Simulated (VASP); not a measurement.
# YCu (Pm-3m) in VASP: further runs, part 2 of 2

VASP 6.6.1. The steps go on from the part before.

## 3. Single point, LDA

This run uses another cell than the first one, of 21.50 Å³/atom.

INCAR

```
PREC     = Accurate       # precision mode
ENCUT    = 520            # plane-wave cutoff, eV
EDIFF    = 1E-6           # SCF threshold, eV
ISMEAR   = 1              # smearing method
SIGMA    = 0.15           # smearing width, eV
LREAL    = F              # projectors in reciprocal space
LASPH    = T              # aspherical terms in the spheres
NELM     = 60             # most SCF steps
ALGO     = Normal         # electronic algorithm
ISIF     = 2              # what is computed and relaxed
LWAVE    = F              # write WAVECAR
LCHARG   = F              # write CHGCAR
GGA      = CA             # functional
NBANDS   = 18             # bands
```

KPOINTS

```
Automatic mesh
0
Gamma
  8 8 8
```

POSCAR

```
YCu
1.0
    3.5036217317      0.0000000000      0.0000000000
    0.0000000000      3.5036217317      0.0000000000
    0.0000000000      0.0000000000      3.5036217317
Y Cu
1 1
Direct
    0.0000000000      0.0000000000      0.0000000000
    0.5000000000      0.5000000000      0.5000000000
```

Potentials or basis: VASP PAW LDA potentials, release 64 (Y_sv, Cu).

Command:

```console
> cat potpaw_LDA.64/Y_sv/POTCAR potpaw_LDA.64/Cu/POTCAR > POTCAR
> mpirun -np 1 vasp_std > vasp.out
```

OUTCAR:

```text
PREC = Accurate
   ENCUT = 520
   EDIFF = 1E-6
   ISMEAR = 1
   LREAL = F
   LASPH = T
   NELM = 60
   ISIF = 2
   GGA = CA

 ion  position               nearest neighbor table
   1  0.000  0.000  0.000-   2 3.03   2 3.03   2 3.03   2 3.03   2 3.03   2 3.03   2 3.03   2 3.03

   2  0.500  0.500  0.500-   1 3.03   1 3.03   1 3.03   1 3.03   1 3.03   1 3.03   1 3.03   1 3.03

  LATTYP: Found a simple cubic cell.
 ALAT       =     3.5036217317

  Lattice vectors:

 A1 = (   3.5036217317,   0.0000000000,   0.0000000000)
 A2 = (   0.0000000000,   3.5036217317,   0.0000000000)
 A3 = (   0.0000000000,   0.0000000000,   3.5036217317)

Analysis of symmetry for initial positions (statically):
=====================================================================
 Subroutine PRICEL returns:
 Original cell was already a primitive cell.

 Routine SETGRP: Setting up the symmetry group for a
 simple cubic supercell.

 Subroutine GETGRP returns: Found 48 space group operations
 (whereof 48 operations were pure point group operations)
 out of a pool of 48 trial point group operations.

[... 156 lines left out ...]
  ---------------------------------------------------
  ext. energy  EPLUGINS =         0.00000000
  ---------------------------------------------------
  free energy    TOTEN  =       -11.99298182 eV

  energy without entropy =      -11.98970352  energy(sigma->0) =      -11.99188905

 E-fermi :   4.4041     XC(G=0): -10.8040

 val. band max:        4.3864010383   @ k =   0.2500   0.1250   0.0000
 cond. band min:       4.4390842823   @ k =   0.5000   0.5000   0.1250
 fundamental gap:      0.0526832440
 Fermi energy:         4.4041267017

 k-point     1 :       0.0000    0.0000    0.0000
  band No.  band energies     occupation
      1     -38.2333      2.00000
      2     -18.1672      2.00000
      3     -18.1672      2.00000
      4     -18.1672      2.00000
      5      -2.0670      2.00000
      6       0.7885      2.00000
[... 481 lines left out ...]
      5       0.5340      2.00000
      6       0.8760      2.00000
[... 10 lines left out ...]
     17      10.8479      0.00000
     18      12.4835      0.00000

 [... further k-points ...]
[... 5 lines left out ...]
  --------------------------------------------------------------------------------------
  -------------------------------------------------------------------------------------
  Total       -1.9345924     -1.9345924     -1.9345924     -0.0000000      0.0000000     -0.0000000
  in kB      -72.0689870    -72.0689870    -72.0689870     -0.0000000      0.0000000     -0.0000000
  external PRESSURE =     -72.0689870 kB  Pullay stress =       0.0000000 kB

 VOLUME and BASIS-vectors are now :
 -----------------------------------------------------------------------------
  energy-cutoff  :      520.00
  volume of cell :       43.01
      direct lattice vectors                 reciprocal lattice vectors
     3.503621732  0.000000000  0.000000000     0.285418940  0.000000000  0.000000000
     0.000000000  3.503621732  0.000000000     0.000000000  0.285418940  0.000000000
     0.000000000  0.000000000  3.503621732     0.000000000  0.000000000  0.285418940

 POSITION                                       TOTAL-FORCE (eV/Angst)
 -----------------------------------------------------------------------------------
      0.00000      0.00000      0.00000         0.000000      0.000000      0.000000
      1.75181      1.75181      1.75181         0.000000      0.000000      0.000000
 -----------------------------------------------------------------------------------
    total drift:                                0.000000      0.000000      0.000000

  FREE ENERGIE OF THE ION-ELECTRON SYSTEM (eV)
  ---------------------------------------------------
  free  energy   TOTEN  =       -11.9929818208 eV

  energy  without entropy=      -11.9897035208  energy(sigma->0) =      -11.99188905
```

OSZICAR:

```text
N       E                     dE             d eps       ncg     rms          rms(c)
DAV:   1     0.116048649803E+03    0.11605E+03   -0.10915E+04  1270   0.153E+03
DAV:   2    -0.712166185744E+01   -0.12317E+03   -0.11853E+03  1356   0.304E+02
DAV:   3    -0.131814775371E+02   -0.60598E+01   -0.57546E+01  1810   0.667E+01
DAV:   4    -0.133980473899E+02   -0.21657E+00   -0.21475E+00  1860   0.103E+01
DAV:   5    -0.134042135550E+02   -0.61662E-02   -0.61617E-02  1670   0.146E+00    0.351E+01
DAV:   6    -0.141247460727E+02   -0.72053E+00   -0.25515E+01  1350   0.104E+02    0.136E+01
DAV:   7    -0.121263911280E+02    0.19984E+01   -0.10360E+01  1366   0.526E+01    0.132E+01
DAV:   8    -0.120138016108E+02    0.11259E+00   -0.70931E-01  1952   0.101E+01    0.333E+00
DAV:   9    -0.120282869423E+02   -0.14485E-01   -0.15369E-02  1852   0.188E+00    0.416E+00
DAV:  10    -0.119935327704E+02    0.34754E-01   -0.89943E-02  1648   0.565E+00    0.567E-01
DAV:  11    -0.119930566971E+02    0.47607E-03   -0.74295E-03  1996   0.933E-01    0.538E-01
DAV:  12    -0.119931068223E+02   -0.50125E-04   -0.31238E-04  1890   0.202E-01    0.310E-01
DAV:  13    -0.119930058995E+02    0.10092E-03   -0.13650E-04  1722   0.217E-01    0.847E-02
DAV:  14    -0.119929919870E+02    0.13913E-04   -0.32226E-05  1864   0.376E-02    0.671E-02
DAV:  15    -0.119929824215E+02    0.95654E-05   -0.18712E-05  2034   0.790E-02    0.152E-02
DAV:  16    -0.119929818208E+02    0.60068E-06   -0.44883E-06  1586   0.324E-02
   1 F= -.11992982E+02 E0= -.11991889E+02  d E =-.327830E-02
```

Run time: 28 s. Hardware: 1 thread of Intel Xeon Platinum 8259CL at 2.50GHz (Skylake/Cascade Lake), shared host; peak memory 0.17 GiB.

Results:

```yaml
Free_energy: -11.9930 eV
Pressure: -7.2 GPa
Band_gap_on_the_k_mesh: zero (bands 11 and 12 overlap by 2.17 eV)
```

Levels at points of the mesh, in eV from the Fermi level:
| k point | band 8 | band 9 | band 10 | band 11 | band 12 | band 13 | band 14 | band 15 |
| --- | --- | --- | --- | --- | --- | --- | --- | --- |
| (0.00, 0.00, 0.00) | -2.96 | -2.96 | -2.96 | 0.33 | 0.33 | 4.45 | 4.45 | 4.45 |
| (0.50, 0.00, 0.00) | -3.01 | -3.01 | -2.88 | -2.19 | 0.24 | 1.62 | 1.62 | 4.44 |
| (0.50, 0.50, 0.00) | -3.21 | -2.69 | -2.17 | 0.53 | 0.53 | 0.71 | 3.15 | 3.15 |
| (0.50, 0.50, 0.50) | -2.68 | -2.68 | -1.64 | -1.64 | -1.64 | 1.34 | 5.81 | 5.81 |

Caveat: the cell stands under tension.

## 4. Single point, LDA

This run uses another cell than the first one, of 21.92 Å³/atom.

INCAR

```
SYSTEM = YCu
ALGO = Normal
EDIFF = 1E-7
ENCUT = 520
ISIF = 2
ISMEAR = 1
LASPH = .True.
LCHARG = .False.
LREAL = .False.
LWAVE = .False.
NBANDS = 18
NELM = 60
PREC = Accurate
SIGMA = 0.15
```

KPOINTS

```
k-points
0
Gamma
  8 8 8
  0 0 0
```

POSCAR

```
YCu
1.0
    3.5259383954      0.0000000000      0.0000000000
    0.0000000000      3.5259383954      0.0000000000
    0.0000000000      0.0000000000      3.5259383954
Y Cu
1 1
Direct
    0.0000000000      0.0000000000      0.0000000000
    0.5000000000      0.5000000000      0.5000000000
```

Potentials or basis: VASP PAW LDA potentials, release 64 (Y_sv, Cu).

Command:

```console
> cat potpaw_LDA.64/Y_sv/POTCAR potpaw_LDA.64/Cu/POTCAR > POTCAR
> mpirun -np 1 vasp_std > vasp.out
```

OUTCAR:

```text
SYSTEM = YCu
   EDIFF = 1E-7
   ENCUT = 520
   ISIF = 2
   ISMEAR = 1
   LASPH = .True.
   LREAL = .False.
   NELM = 60
   PREC = Accurate

 ion  position               nearest neighbor table
   1  0.000  0.000  0.000-   2 3.05   2 3.05   2 3.05   2 3.05   2 3.05   2 3.05   2 3.05   2 3.05

   2  0.500  0.500  0.500-   1 3.05   1 3.05   1 3.05   1 3.05   1 3.05   1 3.05   1 3.05   1 3.05

  LATTYP: Found a simple cubic cell.
 ALAT       =     3.5259383954

  Lattice vectors:

 A1 = (   3.5259383954,   0.0000000000,   0.0000000000)
 A2 = (   0.0000000000,   3.5259383954,   0.0000000000)
 A3 = (   0.0000000000,   0.0000000000,   3.5259383954)

Analysis of symmetry for initial positions (statically):
=====================================================================
 Subroutine PRICEL returns:
 Original cell was already a primitive cell.

 Routine SETGRP: Setting up the symmetry group for a
 simple cubic supercell.

 Subroutine GETGRP returns: Found 48 space group operations
 (whereof 48 operations were pure point group operations)
 out of a pool of 48 trial point group operations.

The static configuration has the point symmetry O_h .

Analysis of symmetry for dynamics (positions and initial velocities):
=====================================================================
 Subroutine PRICEL returns:
 Original cell was already a primitive cell.

 Routine SETGRP: Setting up the symmetry group for a
 simple cubic supercell.

 Subroutine GETGRP returns: Found 48 space group operations
 (whereof 48 operations were pure point group operations)
 out of a pool of 48 trial point group operations.

The dynamic configuration has the point symmetry O_h .

 Subroutine INISYM returns: Found 48 space group operations
 (whereof 48 operations are pure point group operations),
 and found     1 'primitive' translations

----------------------------------------------------------------------------------------

                                     Primitive cell

  volume of cell :      43.8353

  direct lattice vectors                    reciprocal lattice vectors
     3.525938395  0.000000000  0.000000000     0.283612442  0.000000000  0.000000000
     0.000000000  3.525938395  0.000000000     0.000000000  0.283612442  0.000000000
     0.000000000  0.000000000  3.525938395     0.000000000  0.000000000  0.283612442

  length of vectors
     3.525938395  3.525938395  3.525938395     0.283612442  0.283612442  0.283612442

  position of ions in fractional coordinates (direct lattice)
     0.000000000  0.000000000  0.000000000
     0.500000000  0.500000000  0.500000000

  ion indices of the primitive-cell ions
   primitive index   ion index
                 1           1
                 2           2

----------------------------------------------------------------------------------------

 KPOINTS: k-points

Automatic generation of k-mesh.
 Grid dimensions read from file:
 generate k-points for:    8    8    8

 Generating k-lattice:

  Cartesian coordinates                     Fractional coordinates (reciprocal lattice)
     0.035451555  0.000000000  0.000000000     0.125000000  0.000000000  0.000000000
     0.000000000  0.035451555  0.000000000     0.000000000  0.125000000  0.000000000
     0.000000000  0.000000000  0.035451555     0.000000000  0.000000000  0.125000000

  Length of vectors
     0.035451555  0.035451555  0.035451555

  Shift w.r.t. Gamma in fractional coordinates (k-lattice)
     0.000000000  0.000000000  0.000000000

 Subroutine IBZKPT returns following result:
 ===========================================

 Found     35 irreducible k-points:

 Following reciprocal coordinates:
            Coordinates               Weight
  0.000000  0.000000  0.000000      1.000000
  0.125000  0.000000  0.000000      6.000000
  0.250000  0.000000  0.000000      6.000000
  0.375000  0.000000  0.000000      6.000000
  0.500000  0.000000  0.000000      3.000000
  0.125000  0.125000  0.000000     12.000000
[... 16 lines left out ...]
  0.375000  0.375000  0.125000     24.000000
  0.500000  0.375000  0.125000     24.000000
 [... further k-points ...]
   k-points           NKPTS =     35   k-points in BZ     NKDIM =     35   number of bands    NBANDS=     18
   number of dos      NEDOS =    301   number of ions     NIONS =      2
   total plane-waves  NPLWV =  21952
   dimension x,y,z NGX =    28 NGY =   28 NGZ =   28
   dimension x,y,z NGXF=    56 NGYF=   56 NGZF=   56
   ions per type =               1   1
   NGX,Y,Z   is equivalent  to a cutoff of  13.20, 13.20, 13.20 a.u.
   NGXF,Y,Z  is equivalent  to a cutoff of  26.40, 26.40, 26.40 a.u.
 SYSTEM =  YCu
   PREC   = accura    normal or accurate (medium, high low for compatibility)
   ISTART =      0    job   : 0-new  1-cont  2-samecut
   ICHARG =      2    charge: 1-file 2-atom 10-const
   ISPIN  =      1    spin polarized calculation?
   LNONCOLLINEAR =      F non collinear calculations
   LSORBIT =      F    spin-orbit coupling
   LASPH  =      T    aspherical Exc in radial PAW
   ENCUT  =  520.0 eV  38.22 Ry    6.18 a.u.   6.56  6.56  6.56*2*pi/ulx,y,z
   NELM   =     60;   NELMIN=  2; NELMDL= -5     # of ELM steps
   EDIFF  = 0.1E-06   stopping-criterion for ELM
   LREAL  =      F    real-space projection
   EDIFFG = 0.1E-05   stopping-criterion for IOM
   NSW    =      0    number of steps for IOM
   IBRION =     -1    ionic relax: 0-MD 1-quasi-New 2-CG
   NFREE  =      0    steps in history (QN), initial steepest desc. (CG)
   ISIF   =      2    stress and relaxation
   ISYM   =      2    0-nonsym 1-usesym 2-fastsym
   POTIM  = 0.5000    time-step for ionic-motion
   TEBEG  =    0.0;   TEEND  =   0.0 temperature during run
   PSTRESS=    0.0 pullay stress
   NELECT =      22.0000    total number of electrons
   NUPDOWN=      -1.0000    fix difference up-down
   EMIN   =  10.00;   EMAX   =-10.00  energy-range for DOS
   EFERMI =   0.00;   METHOD = LEGACY
   ISMEAR =     1;   SIGMA  =   0.15  broadening in eV -4-tet -1-fermi 0-gaus
   EFERMI_NEDOS =   21; number of points for ismear=-14 and -15
   IALGO  =     38    algorithm
   IMIX   =      4    mixing-type and parameters
     AMIX     =   0.40;   BMIX     =  1.00
     AMIX_MAG =   1.60;   BMIX_MAG =  1.00
  volume/ion in A,a.u.               =      21.92       147.91
  Fermi-wavevector in a.u.,A,eV,Ry     =   1.300991  2.458517 23.028921  1.692578
  Thomas-Fermi vector in A             =   2.432154
   LORBIT       =      0    0 simple, 1 ext, 2 COOP (PROOUT), +10 PAW based schemes
   GGA     = CA    functional components
   LHFCALC =     F    Hartree Fock is set to
   AEXX    =    0.0000 exact exchange contribution
   IVDW    =     0    specifies the selected vdW correction
   LEPSILON=     F    determine dielectric tensor
   LRPA    =     F    only Hartree local field effects (RPA)
 non-spin polarized calculation
 Methfessel and Paxton  Order N= 1 SIGMA  =   0.15
  energy-cutoff  :      520.00
  volume of cell :       43.84
 maximum number of plane-waves:      1208
 NGX is ok and might be reduce to    28
   NGX = 13   NGY = 13   NGZ = 13

 number of electron      22.0000003 magnetization

 Free energy of the ion-electron system (eV)
  ---------------------------------------------------
  ext. energy  EPLUGINS =         0.00000000
  ---------------------------------------------------
  free energy    TOTEN  =       -11.95332695 eV

  energy without entropy =      -11.94998389  energy(sigma->0) =      -11.95221260

 E-fermi :   4.2703     XC(G=0): -10.7170

 val. band max:        4.2457225126   @ k =   0.2500   0.1250   0.0000
 cond. band min:       4.3003603382   @ k =   0.5000   0.5000   0.1250
 fundamental gap:      0.0546378256
 Fermi energy:         4.2703169971

 k-point     1 :       0.0000    0.0000    0.0000
  band No.  band energies     occupation
      1     -38.4175      2.00000
      2     -18.3557      2.00000
      3     -18.3557      2.00000
      4     -18.3557      2.00000
      5      -2.1333      2.00000
      6       0.7236      2.00000
[... 10 lines left out ...]
     17       9.9565      0.00000
     18       9.9565      0.00000

 k-point     2 :       0.1250    0.0000    0.0000
  band No.  band energies     occupation
      1     -38.4134      2.00000
      2     -18.4135      2.00000
      3     -18.3509      2.00000
      4     -18.3509      2.00000
      5      -1.8890      2.00000
      6       0.7711      2.00000
[... 10 lines left out ...]
     17      10.9768      0.00000
     18      10.9768      0.00000
[... 442 lines left out ...]
 k-point    24 :       0.5000    0.3750    0.1250
  band No.  band energies     occupation
      1     -38.3622      2.00000
      2     -18.6796      2.00000
      3     -18.6210      2.00000
      4     -18.3456      2.00000
      5       0.4686      2.00000
      6       0.7974      2.00000
[... 10 lines left out ...]
     17      10.5927      0.00000
     18      12.1728      0.00000

 [... further k-points ...]
[... 5 lines left out ...]
  --------------------------------------------------------------------------------------
  -------------------------------------------------------------------------------------
  Total       -2.2392880     -2.2392880     -2.2392880      0.0000000      0.0000000      0.0000000
  in kB      -81.8457969    -81.8457969    -81.8457969      0.0000000      0.0000000      0.0000000
  external PRESSURE =     -81.8457969 kB  Pullay stress =       0.0000000 kB

 VOLUME and BASIS-vectors are now :
 -----------------------------------------------------------------------------
  energy-cutoff  :      520.00
  volume of cell :       43.84
      direct lattice vectors                 reciprocal lattice vectors
     3.525938395  0.000000000  0.000000000     0.283612442  0.000000000  0.000000000
     0.000000000  3.525938395  0.000000000     0.000000000  0.283612442  0.000000000
     0.000000000  0.000000000  3.525938395     0.000000000  0.000000000  0.283612442

 POSITION                                       TOTAL-FORCE (eV/Angst)
 -----------------------------------------------------------------------------------
      0.00000      0.00000      0.00000         0.000000      0.000000      0.000000
      1.76297      1.76297      1.76297         0.000000      0.000000      0.000000
 -----------------------------------------------------------------------------------
    total drift:                                0.000000      0.000000      0.000000

  FREE ENERGIE OF THE ION-ELECTRON SYSTEM (eV)
  ---------------------------------------------------
  free  energy   TOTEN  =       -11.9533269543 eV

  energy  without entropy=      -11.9499838881  energy(sigma->0) =      -11.95221260
```

OSZICAR:

```text
N       E                     dE             d eps       ncg     rms          rms(c)
DAV:   1     0.119755943457E+03    0.11976E+03   -0.10639E+04  1260   0.152E+03
DAV:   2    -0.721472120456E+01   -0.12697E+03   -0.12182E+03  1332   0.305E+02
DAV:   3    -0.130940939358E+02   -0.58794E+01   -0.57228E+01  1692   0.673E+01
DAV:   4    -0.133390692378E+02   -0.24498E+00   -0.24269E+00  1932   0.107E+01
DAV:   5    -0.133489542540E+02   -0.98850E-02   -0.98573E-02  1668   0.173E+00    0.342E+01
DAV:   6    -0.140410868581E+02   -0.69213E+00   -0.24925E+01  1340   0.102E+02    0.134E+01
DAV:   7    -0.120841647038E+02    0.19569E+01   -0.10129E+01  1366   0.518E+01    0.129E+01
DAV:   8    -0.119739926451E+02    0.11017E+00   -0.68933E-01  1956   0.989E+00    0.334E+00
DAV:   9    -0.119873955843E+02   -0.13403E-01   -0.14586E-02  1878   0.177E+00    0.411E+00
DAV:  10    -0.119540856586E+02    0.33310E-01   -0.83372E-02  1650   0.539E+00    0.515E-01
DAV:  11    -0.119534184540E+02    0.66720E-03   -0.74361E-03  1982   0.964E-01    0.508E-01
DAV:  12    -0.119534529013E+02   -0.34447E-04   -0.30976E-04  1834   0.176E-01    0.311E-01
DAV:  13    -0.119533484094E+02    0.10449E-03   -0.14716E-04  1818   0.212E-01    0.745E-02
DAV:  14    -0.119533349816E+02    0.13428E-04   -0.36467E-05  1734   0.433E-02    0.591E-02
DAV:  15    -0.119533270143E+02    0.79673E-05   -0.21417E-05  2010   0.798E-02    0.855E-03
DAV:  16    -0.119533270837E+02   -0.69329E-07   -0.40754E-06  2162   0.289E-02    0.175E-02
DAV:  17    -0.119533269761E+02    0.10757E-06   -0.38906E-07  1562   0.853E-03    0.599E-03
DAV:  18    -0.119533269543E+02    0.21821E-07   -0.56536E-08   762   0.338E-03
   1 F= -.11953327E+02 E0= -.11952213E+02  d E =-.334307E-02
```

Run time: 28 s. Hardware: 1 thread of Intel Xeon Platinum 8259CL at 2.50GHz (Skylake/Cascade Lake), shared host; peak memory 0.17 GiB.

Results:

- Free energy: -11.9533 eV
- Pressure: -8.2 GPa
- Band gap on the k mesh: zero (bands 11 and 12 overlap by 2.09 eV)

Caveat: the cell stands under tension.

## 5. The runs side by side

```csv
cell,gap on the mesh (eV),pressure (GPa)
"a = 3.481 Å, 2 atoms",none,-6.1
"a = 3.504 Å, 2 atoms",none,-7.2
"a = 3.526 Å, 2 atoms",none,-8.2
```

Alike in all rows: task single point; level LDA; potentials or basis VASP PAW LDA potentials, release 64 (Y_sv, Cu); no spin polarisation; k mesh 8 × 8 × 8; cutoff (eV) 520; smearing methfessel-paxton 0.15 eV.

Caveats: the cell stands under tension.

Absolute energies hang on the potentials; compare differences alone.

The gap in the log of VASP goes by the Fermi energy; the results here count the filled bands.